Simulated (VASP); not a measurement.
# K (Im-3m) in VASP: notebook

K is run at these levels: PBE; tasks: single point, relaxation of cell and atoms.

All numbers are computed with VASP 6.6.1; they aren't measurements. Logs are shortened: lines on timing, memory, paths and dates and some standing lists are left out, and cuts for length are marked.

## 1. The cell of the first run

It takes space group Im-3m (No. 229, cubic). Conventional cell: a = 4.218 Å, b = 4.218 Å, c = 4.218 Å, α = 90.00°, β = 90.00°, γ = 90.00°. K (site symmetry m-3m) has 14 K at 3.65 to 4.22 Å within 4.8 Å.

## 2. Single point, PBE

The input, INCAR:

```
SYSTEM = K
PREC = Accurate
ENCUT = 520
EDIFF = 1E-7
ISMEAR = -1
SIGMA = 0.08
LREAL = .FALSE.
LASPH = .TRUE.
NELM = 60
ALGO = Normal
ISIF = 2
LWAVE = .FALSE.
LCHARG = .FALSE.
GGA = PE
NBANDS = 10
```

The input, KPOINTS:

```
Automatic mesh
0
G
  13 13 13
  0 0 0
```

The input, POSCAR:

```
K
1.0
   -2.1089658308      2.1089658308      2.1089658308
    2.1089658308     -2.1089658308      2.1089658308
    2.1089658308      2.1089658308     -2.1089658308
K
1
Direct
    0.0000000000      0.0000000000      0.0000000000
```

Potentials or basis: VASP PAW PBE potentials, release 64 (K_sv).

On the command line:

```
$ cat potpaw_PBE.64/K_sv/POTCAR > POTCAR
$ mpirun -np 1 vasp_std > vasp.out
```

OUTCAR:

```text
SYSTEM = K
   PREC = Accurate
   ENCUT = 520
   EDIFF = 1E-7
   ISMEAR = -1
   LREAL = .FALSE.
   LASPH = .TRUE.
   NELM = 60
   ISIF = 2
   GGA = PE

 ion  position               nearest neighbor table
   1  0.000  0.000  0.000-

  LATTYP: Found a body centered cubic cell.
 ALAT       =     4.2179316616

  Lattice vectors:

 A1 = (  -2.1089658308,   2.1089658308,   2.1089658308)
 A2 = (   2.1089658308,  -2.1089658308,   2.1089658308)
 A3 = (   2.1089658308,   2.1089658308,  -2.1089658308)

Analysis of symmetry for initial positions (statically):
=====================================================================
 Subroutine PRICEL returns:
 Original cell was already a primitive cell.

 Routine SETGRP: Setting up the symmetry group for a
 body centered cubic supercell.

 Subroutine GETGRP returns: Found 48 space group operations
 (whereof 48 operations were pure point group operations)
 out of a pool of 48 trial point group operations.

The static configuration has the point symmetry O_h .

Analysis of symmetry for dynamics (positions and initial velocities):
=====================================================================
 Subroutine PRICEL returns:
 Original cell was already a primitive cell.

 Routine SETGRP: Setting up the symmetry group for a
 body centered cubic supercell.

 Subroutine GETGRP returns: Found 48 space group operations
 (whereof 48 operations were pure point group operations)
 out of a pool of 48 trial point group operations.

The dynamic configuration has the point symmetry O_h .

 Subroutine INISYM returns: Found 48 space group operations
 (whereof 48 operations are pure point group operations),
 and found     1 'primitive' translations

----------------------------------------------------------------------------------------

                                     Primitive cell

  volume of cell :      37.5205

  direct lattice vectors                    reciprocal lattice vectors
    -2.108965831  2.108965831  2.108965831     0.000000000  0.237083026  0.237083026
     2.108965831 -2.108965831  2.108965831     0.237083026  0.000000000  0.237083026
     2.108965831  2.108965831 -2.108965831     0.237083026  0.237083026  0.000000000

  length of vectors
     3.652835970  3.652835970  3.652835970     0.335286030  0.335286030  0.335286030

  position of ions in fractional coordinates (direct lattice)
     0.000000000  0.000000000  0.000000000

  ion indices of the primitive-cell ions
[... 77 lines left out ...]
   NSW    =      0    number of steps for IOM
   IBRION =     -1    ionic relax: 0-MD 1-quasi-New 2-CG
   NFREE  =      0    steps in history (QN), initial steepest desc. (CG)
   ISIF   =      2    stress and relaxation
   ISYM   =      2    0-nonsym 1-usesym 2-fastsym
   POTIM  = 0.5000    time-step for ionic-motion
   TEBEG  =    0.0;   TEEND  =   0.0 temperature during run
   PSTRESS=    0.0 pullay stress
   NELECT =       9.0000    total number of electrons
   NUPDOWN=      -1.0000    fix difference up-down
   EMIN   =  10.00;   EMAX   =-10.00  energy-range for DOS
   EFERMI =   0.00;   METHOD = LEGACY
   ISMEAR =    -1;   SIGMA  =   0.08  broadening in eV -4-tet -1-fermi 0-gaus
   EFERMI_NEDOS =   21; number of points for ismear=-14 and -15
   IALGO  =     38    algorithm
   IMIX   =      4    mixing-type and parameters
     AMIX     =   0.40;   BMIX     =  1.00
     AMIX_MAG =   1.60;   BMIX_MAG =  1.00
  volume/ion in A,a.u.               =      37.52       253.20
  Fermi-wavevector in a.u.,A,eV,Ry     =   1.017184  1.922199 14.077445  1.034663
  Thomas-Fermi vector in A             =   2.150570
   LORBIT       =      0    0 simple, 1 ext, 2 COOP (PROOUT), +10 PAW based schemes
   GGA     = PE    functional components
   LHFCALC =     F    Hartree Fock is set to
   AEXX    =    0.0000 exact exchange contribution
   IVDW    =     0    specifies the selected vdW correction
   LEPSILON=     F    determine dielectric tensor
   LRPA    =     F    only Hartree local field effects (RPA)
 non-spin polarized calculation
  energy-cutoff  :      520.00
  volume of cell :       37.52
 maximum number of plane-waves:      1024
   NGX = 13   NGY = 13   NGZ = 13

 number of electron       8.9999998 magnetization

 Free energy of the ion-electron system (eV)
  ---------------------------------------------------
  ext. energy  EPLUGINS =         0.00000000
  ---------------------------------------------------
  free energy    TOTEN  =        -0.49363668 eV

  energy without entropy =       -0.47906012  energy(sigma->0) =       -0.48634840

 E-fermi :   2.0985     XC(G=0):  -7.5874

 val. band max:        2.0968127771   @ k =  -0.3846   0.4615   0.0769
 cond. band min:       2.1486406254   @ k =  -0.3077   0.3846   0.2308
 fundamental gap:      0.0518278483
 Fermi energy:         2.0984961216

 k-point     1 :       0.0000    0.0000    0.0000
  band No.  band energies     occupation
      1     -30.0972      2.00000
      2     -13.3306      2.00000
      3     -13.3306      2.00000
      4     -13.3306      2.00000
      5      -1.1386      2.00000
      6       6.7295      0.00000
      7       6.7295      0.00000
      8       6.7295      0.00000
      9       8.2164      0.00000
     10       8.2164      0.00000
[... 287 lines left out ...]
 k-point    24 :       0.2308    0.0769    0.0769
  band No.  band energies     occupation
      1     -30.0412      2.00000
      2     -13.7416      2.00000
      3     -13.4484      2.00000
      4     -13.3635      2.00000
      5       0.9509      2.00000
      6       4.5969      0.00000
      7       5.1301      0.00000
      8       8.2796      0.00000
      9       8.5566      0.00000
     10       8.9121      0.00000

 [... further k-points ...]

------------------------ aborting loop because EDIFF is reached ----------------------------------------

  FORCE on cell =-STRESS in cart. coord.  units (eV):
  Direction    XX          YY          ZZ          XY          YZ          ZX
  --------------------------------------------------------------------------------------
  -------------------------------------------------------------------------------------
  Total        1.9702678      1.9702678      1.9702678      0.0000000      0.0000000     -0.0000000
  in kB       84.1331621     84.1331621     84.1331621      0.0000000      0.0000000     -0.0000000
  external PRESSURE =      84.1331621 kB  Pullay stress =       0.0000000 kB

 VOLUME and BASIS-vectors are now :
 -----------------------------------------------------------------------------
  energy-cutoff  :      520.00
  volume of cell :       37.52
      direct lattice vectors                 reciprocal lattice vectors
    -2.108965831  2.108965831  2.108965831     0.000000000  0.237083026  0.237083026
     2.108965831 -2.108965831  2.108965831     0.237083026  0.000000000  0.237083026
     2.108965831  2.108965831 -2.108965831     0.237083026  0.237083026  0.000000000

 POSITION                                       TOTAL-FORCE (eV/Angst)
 -----------------------------------------------------------------------------------
      0.00000      0.00000      0.00000         0.000000     -0.000000      0.000000
 -----------------------------------------------------------------------------------
    total drift:                               -0.000000     -0.000000     -0.000000

  FREE ENERGIE OF THE ION-ELECTRON SYSTEM (eV)
  ---------------------------------------------------
  free  energy   TOTEN  =        -0.4936366753 eV

  energy  without entropy=       -0.4790601200  energy(sigma->0) =       -0.48634840
```

stdout:

```text
POSCAR found type information on POSCAR K
 POSCAR found :  1 types and       1 ions
 scaLAPACK will be used
 LDA part: xc-table for (Slater+PW92), standard interpolation
 POSCAR, INCAR and KPOINTS ok, starting setup
 FFT: planning ... GRIDC
 FFT: planning ... GRID_SOFT
 FFT: planning ... GRID
 WAVECAR not read
 entering main loop
```

Wall time 11 s (1 thread of Intel Xeon 6975P-C (Granite Rapids), shared host); peak memory 0.17 GiB.

Results:

* Free energy: -0.4936 eV
* Pressure: 8.4 GPa
* Band gap on the k mesh: zero (an odd number of electrons rules out a gap without spin polarisation)

Levels at points of the mesh, in eV from the Fermi level:
| k point | band 2 | band 3 | band 4 | band 5 | band 6 | band 7 | band 8 | band 9 |
| --- | --- | --- | --- | --- | --- | --- | --- | --- |
| (0.00, 0.00, 0.00) | -15.43 | -15.43 | -15.43 | -3.24 | 4.63 | 4.63 | 4.63 | 6.12 |

Caveat: the cell stands under pressure.

## 3. Relaxation of cell and atoms, PBE, target pressure 8.4 GPa, at which the enthalpy is minimised

The input, INCAR:

```
  PREC = Accurate
  ENCUT = 600
  EDIFF = 1E-6
  ISMEAR = -1
  SIGMA = 0.08
  LREAL = F
  LASPH = T
  NELM = 60
  ALGO = Normal
  ISIF = 3
  LWAVE = F
  LCHARG = F
  GGA = PE
  IBRION = 2
  NSW = 60
  EDIFFG = -0.005
  PSTRESS = 84.0
```

The input, KPOINTS:

```
regular mesh
0
Gamma
  13 13 13
```

The input, POSCAR:

```
K
1.0
   -2.1078492344      2.1078492344      2.1078492344
    2.1078492344     -2.1078492344      2.1078492344
    2.1078492344      2.1078492344     -2.1078492344
K
1
Direct
    0.0000000000      0.0000000000      0.0000000000
```

Potentials or basis: VASP PAW PBE potentials, release 64 (K_sv).

On the command line:

```
$ cat potpaw_PBE.64/K_sv/POTCAR > POTCAR
$ mpirun -np 1 vasp_std > vasp.out
```

Run time: 17 s. Hardware: 1 thread of Intel Xeon 6975P-C (Granite Rapids), shared host; peak memory 0.18 GiB.

Results (log left out):

```
Free energy                                                : -0.4947 eV
Relaxed volume                                             : 37.54 Å³/atom
Relaxed cell                                               : a = 3.653 Å, b = 3.653 Å, c = 3.653 Å, α = 109.47°, β = 109.47°, γ = 109.47°
Space group after relaxing (to 0.1 Å)                      : Im-3m (No. 229)
Energy change on relaxing (the run minimises the enthalpy) : -4.1 meV/atom
Ionic steps                                                : 2
Pressure after relaxing                                    : 8.4 GPa
Band gap on the k mesh                                     : zero (an odd number of electrons rules out a gap without spin polarisation)
```

The path:
| step | energy change (eV) | largest force (eV/Å) | pressure (GPa) | volume (Å³) |
| --- | --- | --- | --- | --- |
| 1 | 0.0000 | 0.0000 | 8.46 | 37.46 |
| 2 | -0.0041 | 0.0000 | 8.41 | 37.54 |

Final structure:
```
CELL_PARAMETERS angstrom
-2.10931 2.10931 2.10931
2.10931 -2.10931 2.10931
2.10931 2.10931 -2.10931
ATOMIC_POSITIONS crystal
K 0.00000 0.00000 0.00000
```

Levels at points of the mesh, in eV from the Fermi level:
| k point | band 1 | band 2 | band 3 | band 4 | band 5 | band 6 | band 7 | band 8 |
| --- | --- | --- | --- | --- | --- | --- | --- | --- |
| (0.00, 0.00, 0.00) | -32.20 | -15.43 | -15.43 | -15.43 | -3.24 | 4.63 | 4.63 | 4.63 |

Caveat: the cell is relaxed towards a set pressure, so the run minimises the enthalpy, not the energy.

## 4. Relaxation of cell and atoms, PBE, target pressure 8.4 GPa, at which the enthalpy is minimised

The input, INCAR:

```
SYSTEM = K
  PREC = Accurate
  ENCUT = 600
  EDIFF = 1E-6
  ISMEAR = -1
  SIGMA = 0.08
  LREAL = .FALSE.
  LASPH = .TRUE.
  NELM = 80
  ALGO = Normal
  ISIF = 3
  LWAVE = .FALSE.
  LCHARG = .FALSE.
  GGA = PE
  IBRION = 2
  NSW = 32
  EDIFFG = -0.005
  PSTRESS = 84.0
```

The input, KPOINTS:

```
Automatic mesh
0
G
  13 13 13
  0 0 0
```

The input, POSCAR:

```
K
1.0
   -2.1089658308      2.1089658308      2.1089658308
    2.1089658308     -2.1089658308      2.1089658308
    2.1089658308      2.1089658308     -2.1089658308
K
1
Direct
    0.0000000000      0.0000000000      0.0000000000
```

Potentials or basis: VASP PAW PBE potentials, release 64 (K_sv).

On the command line:

```
$ cat potpaw_PBE.64/K_sv/POTCAR > POTCAR
$ mpirun -np 1 vasp_std > vasp.out
```

OUTCAR:

```text
SYSTEM = K
   PREC = Accurate
   ENCUT = 600
   EDIFF = 1E-6
   ISMEAR = -1
   LREAL = .FALSE.
   LASPH = .TRUE.
   NELM = 80
   ISIF = 3
   GGA = PE
   IBRION = 2
   NSW = 32
   EDIFFG = -0.005
   PSTRESS = 84.0

 ion  position               nearest neighbor table
   1  0.000  0.000  0.000-

  LATTYP: Found a body centered cubic cell.
 ALAT       =     4.2179316616

  Lattice vectors:

 A1 = (  -2.1089658308,   2.1089658308,   2.1089658308)
 A2 = (   2.1089658308,  -2.1089658308,   2.1089658308)
 A3 = (   2.1089658308,   2.1089658308,  -2.1089658308)

Analysis of symmetry for initial positions (statically):
=====================================================================
 Subroutine PRICEL returns:
 Original cell was already a primitive cell.

 Routine SETGRP: Setting up the symmetry group for a
 body centered cubic supercell.

 Subroutine GETGRP returns: Found 48 space group operations
 (whereof 48 operations were pure point group operations)
 out of a pool of 48 trial point group operations.

The static configuration has the point symmetry O_h .

Analysis of symmetry for dynamics (positions and initial velocities):
[... 166 lines left out ...]
  Total        1.9723182      1.9723182      1.9723182     -0.0000000     -0.0000000     -0.0000000
  in kB       84.2207200     84.2207200     84.2207200     -0.0000000     -0.0000000     -0.0000000
  external PRESSURE =       0.2207200 kB  Pullay stress =      84.0000000 kB
[... 98 lines left out ...]
--------------------------------------- Ionic step        4  -------------------------------------------

 number of electron       9.0000001 magnetization

 Free energy of the ion-electron system (eV)
  ---------------------------------------------------
  ext. energy  EPLUGINS =         0.00000000
  ---------------------------------------------------
  free energy    TOTEN  =        -0.49693456 eV

  energy without entropy =       -0.48236416  energy(sigma->0) =       -0.48964936

 E-fermi :   2.0918     XC(G=0):  -7.5815

 val. band max:        2.0901974459   @ k =  -0.3846   0.4615   0.0769
 cond. band min:       2.1413746936   @ k =  -0.3077   0.3846   0.2308
 fundamental gap:      0.0511772478
 Fermi energy:         2.0917766377

 k-point     1 :       0.0000    0.0000    0.0000
  band No.  band energies     occupation
      1     -30.1029      2.00000
      2     -13.3380      2.00000
      3     -13.3380      2.00000
      4     -13.3380      2.00000
      5      -1.1429      2.00000
      6       6.7225      0.00000
      7       6.7225      0.00000
      8       6.7225      0.00000
[... 243 lines left out ...]
 k-point    24 :       0.2308    0.0769    0.0769
  band No.  band energies     occupation
      1     -30.0472      2.00000
      2     -13.7471      2.00000
      3     -13.4552      2.00000
      4     -13.3707      2.00000
      5       0.9440      2.00000
      6       4.5904      0.00000
      7       5.1243      0.00000
      8       8.2704      0.00000

 [... further k-points ...]

------------------------ aborting loop because EDIFF is reached ----------------------------------------

  FORCE on cell =-STRESS in cart. coord.  units (eV):
  Direction    XX          YY          ZZ          XY          YZ          ZX
  --------------------------------------------------------------------------------------
  -------------------------------------------------------------------------------------
  Total        1.9673830      1.9673830      1.9673830      0.0000000      0.0000000      0.0000000
  in kB       83.8738633     83.8738633     83.8738633      0.0000000      0.0000000      0.0000000
  external PRESSURE =      -0.1261367 kB  Pullay stress =      84.0000000 kB
[... 20 lines left out ...]
  energy  without entropy=       -0.4823641603  energy(sigma->0) =       -0.48964936

  enthalpy is  TOTEN    =         1.4734071995 eV   P V=        1.9703417559

 reached required accuracy - stopping structural energy minimisation
```

Run time: 26 s. Hardware: 1 thread of Intel Xeon 6975P-C (Granite Rapids), shared host; peak memory 0.18 GiB.

Results:

- Free energy: -0.4969 eV
- Relaxed volume: 37.58 Å³/atom
- Relaxed cell: a = 3.655 Å, b = 3.655 Å, c = 3.655 Å, α = 109.47°, β = 109.47°, γ = 109.47°
- Space group after relaxing (to 0.1 Å): Im-3m (No. 229)
- Energy change on relaxing (the run minimises the enthalpy): -3.2 meV/atom
- Ionic steps: 4
- Pressure after relaxing: 8.4 GPa
- Band gap on the k mesh: zero (an odd number of electrons rules out a gap without spin polarisation)

Step by step:
```tsv
step	energy change (eV)	largest force (eV/Å)	pressure (GPa)	volume (Å³)
1	0.0000	0.0000	8.42	37.52
2	-0.0015	0.0000	8.44	37.55
3	-0.0059	0.0000	8.34	37.63
4	-0.0032	0.0000	8.39	37.58
```

Final structure:
```xyz
1
Lattice="-2.1101 2.1101 2.1101 2.1101 -2.1101 2.1101 2.1101 2.1101 -2.1101" Properties=species:S:1:pos:R:3 pbc="T T T"
K     0.0000    0.0000    0.0000
```

Levels at points of the mesh, in eV from the Fermi level:
```tsv
k point	band 3	band 4	band 5	band 6	band 7	band 8
(0.00, 0.00, 0.00)	-15.43	-15.43	-3.23	4.63	4.63	4.63
```

Caveat: the cell is relaxed towards a set pressure, so the run minimises the enthalpy, not the energy.

## 5. The runs side by side

| task | cell | cutoff (eV) | gap on the mesh (eV) | pressure (GPa) |
| --- | --- | --- | --- | --- |
| single point | a = 3.653 Å, angles 109.5°, 1 atom | 520 | none | 8.4 |
| relaxation of cell and atoms | relaxed to 8.4 GPa from a = 3.651 Å, angles 109.5°, 1 atom | 600 | none | 8.4 |
| relaxation of cell and atoms | relaxed to 8.4 GPa from a = 3.653 Å, angles 109.5°, 1 atom | 600 | none | 8.4 |

Alike in all rows: level PBE; potentials or basis VASP PAW PBE potentials, release 64 (K_sv); no spin polarisation; k mesh 13 × 13 × 13; smearing fermi-dirac 0.08 eV.

Caveats: the cell is relaxed towards a set pressure, so the run minimises the enthalpy, not the energy (at least some runs); the cell stands under pressure (at least some runs).

Absolute energies hang on the potentials; compare differences alone.
